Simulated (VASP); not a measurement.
# Cd2S (P3m1) in VASP: a series of runs

Cd2S is run at these levels: LDA, PBEsol, PBE; tasks: single point.

Everything below comes from runs of VASP 6.6.1. Logs are shortened: lines on timing, memory, paths and dates and some standing lists are left out, and cuts for length are marked.

## 1. The cell of the first run

Symmetry: P3m1, No. 156, trigonal system. The conventional cell has a = 3.963 Å, b = 3.963 Å, c = 5.809 Å, α = 90.00°, β = 90.00°, γ = 120.00°. Within 3.3 Å of Cd (site symmetry 3m) lie 2 S at 2.52 to 3.29 Å and 3 Cd at 3.08 Å. Within 3.4 Å of Cd (site symmetry 3m) lie 3 S at 2.60 Å and 3 Cd at 3.08 Å. S (site symmetry 3m) has 5 Cd at 2.52 to 3.29 Å within 3.3 Å.

## 2. Single point, LDA

INCAR reads:

```
SYSTEM = Cd2S
PREC     = Accurate       ! precision mode
ENCUT    = 520            ! plane-wave cutoff, eV
EDIFF    = 1E-7           ! SCF threshold, eV
ISMEAR   = -1             ! smearing method
SIGMA    = 0.05           ! smearing width, eV
LREAL    = .FALSE.        ! projectors in reciprocal space
LASPH    = .TRUE.         ! aspherical terms in the spheres
NELM     = 100            ! most SCF steps
ALGO     = Normal         ! electronic algorithm
ISIF     = 2              ! what is computed and relaxed
LWAVE    = .FALSE.        ! write WAVECAR
LCHARG   = .FALSE.        ! write CHGCAR
NBANDS   = 22             ! bands
```

KPOINTS reads:

```
Automatic mesh
0
G
  8 8 5
  0 0 0
```

POSCAR reads:

```
Cd2S
1.0
    3.9626700490      0.0000000000      0.0000000000
   -1.9813350245      3.4317729293      0.0000000000
    0.0000000000      0.0000000000      5.8091920000
Cd S
2 1
Direct
    0.3333333333      0.6666666667      0.9327170000
    0.6666666667      0.3333333333      0.5787350000
    0.3333333333      0.6666666667      0.3657050000
```

Potentials or basis: VASP PAW LDA potentials, release 64 (Cd, S).

Command:

```console
> cat potpaw_LDA.64/Cd/POTCAR potpaw_LDA.64/S/POTCAR > POTCAR
> mpirun -np 1 vasp_std > vasp.out
```

OUTCAR:

```text
SYSTEM = Cd2S
   PREC = Accurate
   ENCUT = 520
   EDIFF = 1E-7
   ISMEAR = -1
   LREAL = .FALSE.
   LASPH = .TRUE.
   NELM = 100
   ISIF = 2

 ion  position               nearest neighbor table
   1  0.333  0.667  0.933-   3 2.52   2 3.08   2 3.08   2 3.08
   2  0.667  0.333  0.579-   3 2.60   3 2.60   3 2.60   1 3.08   1 3.08   1 3.08
   3  0.333  0.667  0.366-   1 2.52   2 2.60   2 2.60   2 2.60

  LATTYP: Found a hexagonal cell.
 ALAT       =     3.9626700490
 C/A-ratio  =     1.4659792332

  Lattice vectors:

 A1 = (   3.9626700490,   0.0000000000,   0.0000000000)
 A2 = (  -1.9813350245,   3.4317729293,   0.0000000000)
 A3 = (   0.0000000000,   0.0000000000,   5.8091920000)

Analysis of symmetry for initial positions (statically):
=====================================================================
 Subroutine PRICEL returns:
 Original cell was already a primitive cell.

 Routine SETGRP: Setting up the symmetry group for a
 hexagonal supercell.

 Subroutine GETGRP returns: Found  6 space group operations
 (whereof  6 operations were pure point group operations)
 out of a pool of 24 trial point group operations.

The static configuration has the point symmetry C_3v.

Analysis of symmetry for dynamics (positions and initial velocities):
=====================================================================
 Subroutine PRICEL returns:
 Original cell was already a primitive cell.

 Routine SETGRP: Setting up the symmetry group for a
 hexagonal supercell.

 Subroutine GETGRP returns: Found  6 space group operations
 (whereof  6 operations were pure point group operations)
 out of a pool of 24 trial point group operations.

The dynamic configuration has the point symmetry C_3v.

 Subroutine INISYM returns: Found  6 space group operations
 (whereof  6 operations are pure point group operations),
 and found     1 'primitive' translations

----------------------------------------------------------------------------------------

                                     Primitive cell

  volume of cell :      78.9991

  direct lattice vectors                    reciprocal lattice vectors
     3.962670049  0.000000000  0.000000000     0.252355101  0.145697285  0.000000000
    -1.981335025  3.431772929  0.000000000     0.000000000  0.291394571  0.000000000
     0.000000000  0.000000000  5.809192000     0.000000000  0.000000000  0.172140979
[... 76 lines left out ...]
 SYSTEM =  Cd2S
   PREC   = accura    normal or accurate (medium, high low for compatibility)
   ISTART =      0    job   : 0-new  1-cont  2-samecut
   ICHARG =      2    charge: 1-file 2-atom 10-const
   ISPIN  =      1    spin polarized calculation?
   LNONCOLLINEAR =      F non collinear calculations
   LSORBIT =      F    spin-orbit coupling
   LASPH  =      T    aspherical Exc in radial PAW
   ENCUT  =  520.0 eV  38.22 Ry    6.18 a.u.   7.37  7.37 10.80*2*pi/ulx,y,z
   NELM   =    100;   NELMIN=  2; NELMDL= -5     # of ELM steps
   EDIFF  = 0.1E-06   stopping-criterion for ELM
   LREAL  =      F    real-space projection
   EDIFFG = 0.1E-05   stopping-criterion for IOM
   NSW    =      0    number of steps for IOM
   IBRION =     -1    ionic relax: 0-MD 1-quasi-New 2-CG
   NFREE  =      0    steps in history (QN), initial steepest desc. (CG)
   ISIF   =      2    stress and relaxation
   ISYM   =      2    0-nonsym 1-usesym 2-fastsym
   POTIM  = 0.5000    time-step for ionic-motion
   TEBEG  =    0.0;   TEEND  =   0.0 temperature during run
   PSTRESS=    0.0 pullay stress
   NELECT =      30.0000    total number of electrons
   NUPDOWN=      -1.0000    fix difference up-down
   EMIN   =  10.00;   EMAX   =-10.00  energy-range for DOS
   EFERMI =   0.00;   METHOD = LEGACY
   ISMEAR =    -1;   SIGMA  =   0.05  broadening in eV -4-tet -1-fermi 0-gaus
   EFERMI_NEDOS =   21; number of points for ismear=-14 and -15
   IALGO  =     38    algorithm
   IMIX   =      4    mixing-type and parameters
     AMIX     =   0.40;   BMIX     =  1.00
     AMIX_MAG =   1.60;   BMIX_MAG =  1.00
  volume/ion in A,a.u.               =      26.33       177.70
  Fermi-wavevector in a.u.,A,eV,Ry     =   1.185517  2.240303 19.122322  1.405451
  Thomas-Fermi vector in A             =   2.321709
   LORBIT       =      0    0 simple, 1 ext, 2 COOP (PROOUT), +10 PAW based schemes
   GGA     = CA    functional components
   LHFCALC =     F    Hartree Fock is set to
   AEXX    =    0.0000 exact exchange contribution
   IVDW    =     0    specifies the selected vdW correction
   LEPSILON=     F    determine dielectric tensor
   LRPA    =     F    only Hartree local field effects (RPA)
 non-spin polarized calculation
  energy-cutoff  :      520.00
  volume of cell :       79.00
 maximum number of plane-waves:      2170
 NGX is ok and might be reduce to    30
   NGX = 15   NGY = 15   NGZ = 21

 number of electron      29.9999999 magnetization

 Free energy of the ion-electron system (eV)
  ---------------------------------------------------
  ext. energy  EPLUGINS =         0.00000000
  ---------------------------------------------------
  free energy    TOTEN  =        -8.07415014 eV

  energy without entropy =       -8.07253918  energy(sigma->0) =       -8.07334466

 E-fermi :   1.1886     XC(G=0):  -9.6720

 val. band max:        1.0498816600   @ k =   0.3750   0.2500   0.2000
 cond. band min:       1.2877020510   @ k =   0.5000  -0.0000   0.2000
 fundamental gap:      0.2378203910
 Fermi energy:         1.1885971524

 k-point     1 :       0.0000    0.0000    0.0000
  band No.  band energies     occupation
      1     -11.4553      2.00000
      2      -7.2143      2.00000
      3      -7.2143      2.00000
      4      -7.1293      2.00000
      5      -7.1293      2.00000
      6      -7.0406      2.00000
[... 589 lines left out ...]
     21       8.6112      0.00000
     22       9.4939      0.00000

 [... further k-points ...]
[... 5 lines left out ...]
  --------------------------------------------------------------------------------------
  -------------------------------------------------------------------------------------
  Total       -2.0154941     -2.0154941     -2.7261035      0.0000000      0.0000000      0.0000000
  in kB      -40.8761452    -40.8761452    -55.2879812      0.0000000      0.0000000      0.0000000
  external PRESSURE =     -45.6800905 kB  Pullay stress =       0.0000000 kB

 VOLUME and BASIS-vectors are now :
 -----------------------------------------------------------------------------
  energy-cutoff  :      520.00
  volume of cell :       79.00
      direct lattice vectors                 reciprocal lattice vectors
     3.962670049  0.000000000  0.000000000     0.252355101  0.145697285  0.000000000
    -1.981335025  3.431772929  0.000000000     0.000000000  0.291394571  0.000000000
     0.000000000  0.000000000  5.809192000     0.000000000  0.000000000  0.172140979

 POSITION                                       TOTAL-FORCE (eV/Angst)
 -----------------------------------------------------------------------------------
     -0.00000      2.28785      5.41833         0.000000     -0.000000     -0.012211
      1.98134      1.14392      3.36198        -0.000000      0.000000     -0.145557
     -0.00000      2.28785      2.12445         0.000000     -0.000000      0.157768
 -----------------------------------------------------------------------------------
    total drift:                                0.000000     -0.000000     -0.000564

  FREE ENERGIE OF THE ION-ELECTRON SYSTEM (eV)
  ---------------------------------------------------
  free  energy   TOTEN  =        -8.0741501420 eV

  energy  without entropy=       -8.0725391764  energy(sigma->0) =       -8.07334466
```

OSZICAR:

```text
N       E                     dE             d eps       ncg     rms          rms(c)
DAV:   1     0.211558653739E+03    0.21156E+03   -0.15041E+04  1760   0.127E+03
DAV:   2     0.845966795615E+00   -0.21071E+03   -0.20061E+03  1946   0.330E+02
DAV:   3    -0.875850676452E+01   -0.96045E+01   -0.95377E+01  2124   0.715E+01
DAV:   4    -0.884314260042E+01   -0.84636E-01   -0.84617E-01  1916   0.615E+00
DAV:   5    -0.884420547910E+01   -0.10629E-02   -0.10629E-02  2168   0.676E-01    0.808E+00
DAV:   6    -0.810313015144E+01    0.74108E+00   -0.15714E+00  2304   0.121E+01    0.605E+00
DAV:   7    -0.808604579541E+01    0.17084E-01   -0.36737E-01  2072   0.375E+00    0.289E+00
DAV:   8    -0.807646661794E+01    0.95792E-02   -0.53161E-02  1922   0.209E+00    0.307E-01
DAV:   9    -0.807415792762E+01    0.23087E-02   -0.13056E-02  2212   0.108E+00    0.173E-01
DAV:  10    -0.807415442145E+01    0.35062E-05   -0.99678E-04  1970   0.277E-01    0.875E-02
DAV:  11    -0.807415299069E+01    0.14308E-05   -0.13214E-04  1988   0.764E-02    0.210E-02
DAV:  12    -0.807415040507E+01    0.25856E-05   -0.20027E-05  2054   0.300E-02    0.133E-02
DAV:  13    -0.807415033557E+01    0.69496E-07   -0.56440E-06  2122   0.215E-02    0.643E-03
DAV:  14    -0.807415013259E+01    0.20298E-06   -0.78856E-07  2088   0.808E-03    0.147E-03
DAV:  15    -0.807415014200E+01   -0.94055E-08   -0.11329E-07  1354   0.215E-03
   1 F= -.80741501E+01 E0= -.80733447E+01  d E =-.161097E-02
```

stdout:

```text
POSCAR found type information on POSCAR CdS
 POSCAR found :  2 types and       3 ions
 scaLAPACK will be used
 LDA part: xc-table for (Slater(with rela. corr.)+CA(PZ))
 , standard interpolation
 POSCAR, INCAR and KPOINTS ok, starting setup
 FFT: planning ... GRIDC
 FFT: planning ... GRID_SOFT
 FFT: planning ... GRID
 WAVECAR not read
 entering main loop
```

It took 58 s on 1 thread of Intel Xeon Platinum 8488C (Sapphire Rapids), shared host; peak memory 0.2 GiB.

What came out:

| Quantity | Value |
| --- | --- |
| Free energy | -8.0742 eV |
| Pressure | -4.6 GPa |
| Largest force | 0.158 eV/Å |
| Band gap on the k mesh | 0.24 eV, indirect (least direct gap 0.56 eV) |

Forces in eV/Å, atoms in the order of the input:
```
Cd   0.000  0.000 -0.012
Cd   0.000  0.000 -0.146
S    0.000  0.000  0.158
```

[end of part 1 of 2]
